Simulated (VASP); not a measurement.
# Ge (Fmmm) in VASP: settings compared

Ge is run at these levels: LDA, PBEsol; tasks: single point, relaxation of cell and atoms.

Everything below comes from runs of VASP 6.6.1. Logs are shortened: lines on timing, memory, paths and dates and some standing lists are left out, and cuts for length are marked.

### 1 The cell of the first run

The structure is orthorhombic, space group Fmmm (No. 69). The conventional cell has a = 5.261 Å, b = 5.771 Å, c = 10.231 Å, α = 90.00°, β = 90.00°, γ = 90.00°. Ge (site symmetry m2m) has 8 Ge at 2.61 to 3.17 Å within 3.4 Å. Ge (site symmetry mm2) has 12 Ge at 2.71 to 3.69 Å within 3.7 Å.

### 2 Single point, LDA

The input, INCAR:

```
SYSTEM = Ge
ALGO = Normal ; EDIFF = 1E-6
ENCUT = 520 ; ISIF = 2
ISMEAR = -1 ; LASPH = .True.
LCHARG = .False. ; LREAL = .False.
LWAVE = .False. ; NBANDS = 36
NELM = 80 ; PREC = Accurate
SIGMA = 0.05
```

The input, KPOINTS:

```
k-points
0
Gamma
  7 7 7
  0 0 0
```

The input, POSCAR:

```
Ge
1.0
    0.0000000000      2.8857400000      5.1156650000
    2.6304970000      0.0000000000      5.1156650000
    2.6304970000      2.8857400000      0.0000000000
Ge
4
Direct
    0.7264900000      0.2735100000      0.7264900000
    0.2735100000      0.7264900000      0.2735100000
    0.2181330000      0.2181330000      0.7818670000
    0.7818670000      0.7818670000      0.2181330000
```

Potentials or basis: VASP PAW LDA potentials, release 64 (Ge_d).

Command:

```
$ cat potpaw_LDA.64/Ge_d/POTCAR > POTCAR
$ mpirun -np 1 vasp_std > vasp.out
```

OUTCAR:

```text
SYSTEM = Ge
   EDIFF = 1E-6
   ENCUT = 520
   ISIF = 2
   ISMEAR = -1
   LASPH = .True.
   LREAL = .False.
   NELM = 80
   PREC = Accurate

 ion  position               nearest neighbor table
   1  0.726  0.274  0.726-   2 2.61   2 2.64   2 2.64   3 2.73   4 2.73
   2  0.274  0.726  0.274-   1 2.61   1 2.64   1 2.64   3 2.73   4 2.73
   3  0.218  0.218  0.782-   4 2.71   4 2.71   1 2.73   2 2.73
   4  0.782  0.782  0.218-   3 2.71   3 2.71   1 2.73   2 2.73

  LATTYP: Found a face centered orthorhombic cell.
 ALAT       =     5.2609940000
 B/A-ratio  =     1.0970322338
 C/A-ratio  =     1.9447522654

  Lattice vectors:

 A1 = (   0.0000000000,   2.8857400000,   5.1156650000)
 A2 = (   2.6304970000,   0.0000000000,   5.1156650000)
 A3 = (   2.6304970000,   2.8857400000,   0.0000000000)

Analysis of symmetry for initial positions (statically):
=====================================================================
 Subroutine PRICEL returns:
 Original cell was already a primitive cell.

 Routine SETGRP: Setting up the symmetry group for a
 face centered orthorhombic supercell.

 Subroutine GETGRP returns: Found  8 space group operations
 (whereof  8 operations were pure point group operations)
 out of a pool of  8 trial point group operations.

The static configuration has the point symmetry D_2h.

Analysis of symmetry for dynamics (positions and initial velocities):
=====================================================================
 Subroutine PRICEL returns:
 Original cell was already a primitive cell.

 Routine SETGRP: Setting up the symmetry group for a
 face centered orthorhombic supercell.

 Subroutine GETGRP returns: Found  8 space group operations
 (whereof  8 operations were pure point group operations)
 out of a pool of  8 trial point group operations.

The dynamic configuration has the point symmetry D_2h.

 Subroutine INISYM returns: Found  8 space group operations
 (whereof  8 operations are pure point group operations),
 and found     1 'primitive' translations

----------------------------------------------------------------------------------------

                                     Primitive cell

  volume of cell :      77.6653

  direct lattice vectors                    reciprocal lattice vectors
     0.000000000  2.885740000  5.115665000    -0.190078149  0.173265783  0.097739004
     2.630497000  0.000000000  5.115665000     0.190078149 -0.173265783  0.097739004
     2.630497000  2.885740000  0.000000000     0.190078149  0.173265783 -0.097739004

  length of vectors
     5.873459265  5.752351072  3.904741965     0.275142957  0.275142957  0.275142957

  position of ions in fractional coordinates (direct lattice)
     0.726490000  0.273510000  0.726490000
     0.273510000  0.726490000  0.273510000
     0.218133000  0.218133000  0.781867000
     0.781867000  0.781867000  0.218133000

  ion indices of the primitive-cell ions
   primitive index   ion index
                 1           1
                 2           2
                 3           3
                 4           4

----------------------------------------------------------------------------------------

 KPOINTS: k-points

Automatic generation of k-mesh.
 Grid dimensions read from file:
 generate k-points for:    7    7    7

 Generating k-lattice:

  Cartesian coordinates                     Fractional coordinates (reciprocal lattice)
    -0.027154021  0.024752255  0.013962715     0.142857143 -0.000000000 -0.000000000
     0.027154021 -0.024752255  0.013962715     0.000000000  0.142857143  0.000000000
     0.027154021  0.024752255 -0.013962715     0.000000000  0.000000000  0.142857143

  Length of vectors
     0.039306137  0.039306137  0.039306137

  Shift w.r.t. Gamma in fractional coordinates (k-lattice)
     0.000000000  0.000000000  0.000000000

 Subroutine IBZKPT returns following result:
 ===========================================

 Found     64 irreducible k-points:

 Following reciprocal coordinates:
            Coordinates               Weight
  0.000000  0.000000  0.000000      1.000000
  0.142857  0.000000  0.000000      8.000000
  0.285714  0.000000  0.000000      8.000000
  0.428571  0.000000  0.000000      8.000000
  0.142857  0.142857  0.000000      2.000000
  0.285714  0.142857  0.000000      8.000000
[... 16 lines left out ...]
  0.000000  0.142857  0.142857      2.000000
  0.285714  0.142857  0.142857      4.000000
 [... further k-points ...]
   k-points           NKPTS =     64   k-points in BZ     NKDIM =     64   number of bands    NBANDS=     36
   number of dos      NEDOS =    301   number of ions     NIONS =      4
   total plane-waves  NPLWV =  69120
   dimension x,y,z NGX =    48 NGY =   48 NGZ =   30
   dimension x,y,z NGXF=    96 NGYF=   96 NGZF=   60
   ions per type =               4
   NGX,Y,Z   is equivalent  to a cutoff of  13.59, 13.87, 12.77 a.u.
   NGXF,Y,Z  is equivalent  to a cutoff of  27.17, 27.74, 25.55 a.u.
 SYSTEM =  Ge
   PREC   = accura    normal or accurate (medium, high low for compatibility)
   ISTART =      0    job   : 0-new  1-cont  2-samecut
   ICHARG =      2    charge: 1-file 2-atom 10-const
   ISPIN  =      1    spin polarized calculation?
   LNONCOLLINEAR =      F non collinear calculations
   LSORBIT =      F    spin-orbit coupling
   LASPH  =      T    aspherical Exc in radial PAW
   ENCUT  =  520.0 eV  38.22 Ry    6.18 a.u.  10.92 10.70  7.26*2*pi/ulx,y,z
   NELM   =     80;   NELMIN=  2; NELMDL= -5     # of ELM steps
   EDIFF  = 0.1E-05   stopping-criterion for ELM
   LREAL  =      F    real-space projection
   EDIFFG = 0.1E-04   stopping-criterion for IOM
   NSW    =      0    number of steps for IOM
   IBRION =     -1    ionic relax: 0-MD 1-quasi-New 2-CG
   NFREE  =      0    steps in history (QN), initial steepest desc. (CG)
   ISIF   =      2    stress and relaxation
   ISYM   =      2    0-nonsym 1-usesym 2-fastsym
   POTIM  = 0.5000    time-step for ionic-motion
   TEBEG  =    0.0;   TEEND  =   0.0 temperature during run
   PSTRESS=    0.0 pullay stress
   NELECT =      56.0000    total number of electrons
   NUPDOWN=      -1.0000    fix difference up-down
   EMIN   =  10.00;   EMAX   =-10.00  energy-range for DOS
   EFERMI =   0.00;   METHOD = LEGACY
   ISMEAR =    -1;   SIGMA  =   0.05  broadening in eV -4-tet -1-fermi 0-gaus
   EFERMI_NEDOS =   21; number of points for ismear=-14 and -15
   IALGO  =     38    algorithm
   IMIX   =      4    mixing-type and parameters
     AMIX     =   0.40;   BMIX     =  1.00
     AMIX_MAG =   1.60;   BMIX_MAG =  1.00
  volume/ion in A,a.u.               =      19.42       131.03
  Fermi-wavevector in a.u.,A,eV,Ry     =   1.468008  2.774133 29.321208  2.155048
  Thomas-Fermi vector in A             =   2.583557
   LORBIT       =      0    0 simple, 1 ext, 2 COOP (PROOUT), +10 PAW based schemes
   GGA     = CA    functional components
   LHFCALC =     F    Hartree Fock is set to
   AEXX    =    0.0000 exact exchange contribution
   IVDW    =     0    specifies the selected vdW correction
   LEPSILON=     F    determine dielectric tensor
   LRPA    =     F    only Hartree local field effects (RPA)
 non-spin polarized calculation
  energy-cutoff  :      520.00
  volume of cell :       77.67
 maximum number of plane-waves:      2111
 NGX is ok and might be reduce to    48
   NGX = 21   NGY = 21   NGZ = 15

 number of electron      55.9999999 magnetization

 Free energy of the ion-electron system (eV)
  ---------------------------------------------------
  ext. energy  EPLUGINS =         0.00000000
  ---------------------------------------------------
  free energy    TOTEN  =       -19.95771598 eV

  energy without entropy =      -19.94547235  energy(sigma->0) =      -19.95159416

 E-fermi :   5.9865     XC(G=0): -11.3641

 val. band max:        5.9631740446   @ k =  -0.4286   0.4286   0.0000
 cond. band min:       6.0035860009   @ k =  -0.2857   0.1429  -0.0000
 fundamental gap:      0.0404119563
 Fermi energy:         5.9864960688

 k-point     1 :       0.0000    0.0000    0.0000
  band No.  band energies     occupation
      1     -18.8090      2.00000
      2     -18.7580      2.00000
      3     -18.7237      2.00000
      4     -18.7144      2.00000
      5     -18.7112      2.00000
      6     -18.7066      2.00000
[... 28 lines left out ...]
     35      13.1584      0.00000
     36      13.3079      0.00000

 k-point     2 :       0.1429    0.0000    0.0000
  band No.  band energies     occupation
      1     -18.7969      2.00000
      2     -18.7518      2.00000
      3     -18.7244      2.00000
      4     -18.7124      2.00000
      5     -18.7060      2.00000
      6     -18.7052      2.00000
[... 28 lines left out ...]
     35      12.5963      0.00000
     36      13.0658      0.00000

 k-point     3 :       0.2857    0.0000    0.0000
  band No.  band energies     occupation
      1     -18.7637      2.00000
      2     -18.7349      2.00000
      3     -18.7282      2.00000
      4     -18.7154      2.00000
      5     -18.6987      2.00000
      6     -18.6915      2.00000
[... 28 lines left out ...]
     35      12.6275      0.00000
     36      12.8130      0.00000
[... 742 lines left out ...]
 k-point    23 :       0.0000    0.1429    0.1429
  band No.  band energies     occupation
      1     -18.7779      2.00000
      2     -18.7481      2.00000
      3     -18.7296      2.00000
      4     -18.7097      2.00000
      5     -18.7063      2.00000
      6     -18.7048      2.00000
[... 28 lines left out ...]
     35      12.0173      0.00000
     36      13.2495      0.00000

 k-point    24 :       0.2857    0.1429    0.1429
  band No.  band energies     occupation
      1     -18.7975      2.00000
      2     -18.7423      2.00000
      3     -18.7257      2.00000
      4     -18.7163      2.00000
      5     -18.7058      2.00000
      6     -18.6996      2.00000
[... 28 lines left out ...]
     35      12.5216      0.00000
     36      13.2950      0.00000

 [... further k-points ...]

------------------------ aborting loop because EDIFF is reached ----------------------------------------

  FORCE on cell =-STRESS in cart. coord.  units (eV):
  Direction    XX          YY          ZZ          XY          YZ          ZX
  --------------------------------------------------------------------------------------
  -------------------------------------------------------------------------------------
  Total       -2.8258646     -2.3067784     -2.4202392      0.0000000      0.0000000      0.0000000
  in kB      -58.2954722    -47.5871118    -49.9277242      0.0000000      0.0000000      0.0000000
  external PRESSURE =     -51.9367694 kB  Pullay stress =       0.0000000 kB

 VOLUME and BASIS-vectors are now :
 -----------------------------------------------------------------------------
  energy-cutoff  :      520.00
  volume of cell :       77.67
      direct lattice vectors                 reciprocal lattice vectors
     0.000000000  2.885740000  5.115665000    -0.190078149  0.173265783  0.097739004
     2.630497000  0.000000000  5.115665000     0.190078149 -0.173265783  0.097739004
     2.630497000  2.885740000  0.000000000     0.190078149  0.173265783 -0.097739004

 POSITION                                       TOTAL-FORCE (eV/Angst)
 -----------------------------------------------------------------------------------
      2.63050      4.19292      5.11566         0.000000     -0.040452      0.000000
      2.63050      1.57856      5.11566         0.000000      0.040452      0.000000
      2.63050      2.88574      2.23179         0.000000      0.000000      0.016174
      2.63050      2.88574      7.99954         0.000000      0.000000     -0.016174
 -----------------------------------------------------------------------------------
    total drift:                                0.000000      0.000000      0.000000

  FREE ENERGIE OF THE ION-ELECTRON SYSTEM (eV)
  ---------------------------------------------------
  free  energy   TOTEN  =       -19.9577159785 eV

  energy  without entropy=      -19.9454723468  energy(sigma->0) =      -19.95159416
```

Run time: 3.3 min. Hardware: 1 thread of AMD EPYC 7R13 (Zen 3), shared host; peak memory 0.24 GiB.

What came out:

```
Free energy            : -19.9577 eV
Pressure               : -5.2 GPa
Largest force          : 0.040 eV/Å
Band gap on the k mesh : zero (bands 28 and 29 overlap by 2.71 eV)
```

Forces on the atoms (eV/Å):
```
Ge   0.000 -0.040  0.000
Ge   0.000  0.040  0.000
Ge   0.000  0.000  0.016
Ge   0.000  0.000 -0.016
```

Caveat: the cell stands under tension.

### 3 Relaxation of cell and atoms, PBEsol

The input, INCAR:

```
PREC = Accurate
ENCUT = 600
EDIFF = 1E-7
ISMEAR = -1
SIGMA = 0.05
LREAL = F
LASPH = T
NELM = 80
ALGO = Normal
ISIF = 3
LWAVE = F
LCHARG = F
GGA = PS
IBRION = 2
NSW = 60
EDIFFG = -0.01
```

The input, KPOINTS:

```
Automatic mesh
0
Gamma
  7 7 7
```

POSCAR is that of step 2.

Potentials or basis: VASP PAW PBE potentials, release 64 (Ge_d).

Command:

```
$ cat potpaw_PBE.64/Ge_d/POTCAR > POTCAR
$ mpirun -np 1 vasp_std > vasp.out
```

Wall time 31 min (1 thread of Intel Xeon Platinum 8259CL at 2.50GHz (Skylake/Cascade Lake), shared host); peak memory 0.35 GiB.

The run converged. Its results:

```yaml
Free_energy: -19.0759 eV
Relaxed_volume: 18.40 Å³/atom
Relaxed_cell: a = 5.729 Å, b = 5.602 Å, c = 3.858 Å, α = 71.88°, β = 68.33°, γ = 39.80°
Space_group_after_relaxing_to_0.1_Å: Fmmm (No. 69)
Energy_gained_by_relaxing: 12.4 meV/atom
Ionic_steps: 15
Pressure_after_relaxing: 0.0 GPa
Largest_force_after_relaxing: 0.007 eV/Å
Band_gap_on_the_k_mesh: zero (bands 28 and 29 overlap by 2.95 eV)
```

Forces in eV/Å, atoms in the order of the input:
```
Ge   0.000 -0.003  0.000
Ge   0.000  0.003  0.000
Ge   0.000  0.000  0.007
Ge   0.000  0.000 -0.007
```

The path:
| step | energy change (eV) | largest force (eV/Å) | pressure (GPa) | volume (Å³) |
| --- | --- | --- | --- | --- |
| 1 | 0.0000 | 0.0423 | -3.40 | 77.67 |
| 2 | -0.0422 | 0.0643 | 0.80 | 73.13 |
| 3 | -0.0440 | 0.0601 | 0.05 | 73.83 |
| 4 | -0.0440 | 0.0609 | -0.05 | 73.91 |
| 5 | -0.0449 | 0.0607 | -0.04 | 73.88 |
| 6 | -0.0469 | 0.0738 | -0.02 | 73.80 |
| 7 | -0.0449 | 0.0599 | 0.03 | 73.63 |
| 8 | -0.0473 | 0.0736 | -0.01 | 73.75 |
| 9 | -0.0483 | 0.0482 | -0.01 | 73.71 |
| 10 | -0.0489 | 0.0528 | 0.01 | 73.65 |
| 11 | -0.0494 | 0.0268 | -0.01 | 73.66 |
| 12 | -0.0496 | 0.0054 | -0.04 | 73.67 |
| 13 | -0.0496 | 0.0043 | -0.06 | 73.67 |
| 14 | -0.0497 | 0.0082 | 0.05 | 73.50 |
| 15 | -0.0497 | 0.0067 | 0.02 | 73.58 |

Final structure:
```yaml
crystal:
  lattice:
    - [0.00000, 2.85727, 4.96592]
    - [2.59301, 0.00000, 4.96592]
    - [2.59301, 2.85727, 0.00000]
  atoms:
    - { symbol: Ge, position: [0.72624, 0.27376, 0.72624] }
    - { symbol: Ge, position: [0.27376, 0.72624, 0.27376] }
    - { symbol: Ge, position: [0.22289, 0.22289, 0.77711] }
    - { symbol: Ge, position: [0.77711, 0.77711, 0.22289] }
```

Levels at points of the mesh, in eV from the Fermi level:
```csv
k point,band 24,band 25,band 26,band 27,band 28,band 29,band 30,band 31,band 32,band 33
"(0.00, 0.00, 0.00)",-3.63,-3.06,-2.43,-2.06,-2.03,-1.82,2.92,3.53,4.04,6.64
```

Caveat: the PAW data sets were made with another functional, which shifts forces and pressure a little.

(Part 1 of 2 ends here.)
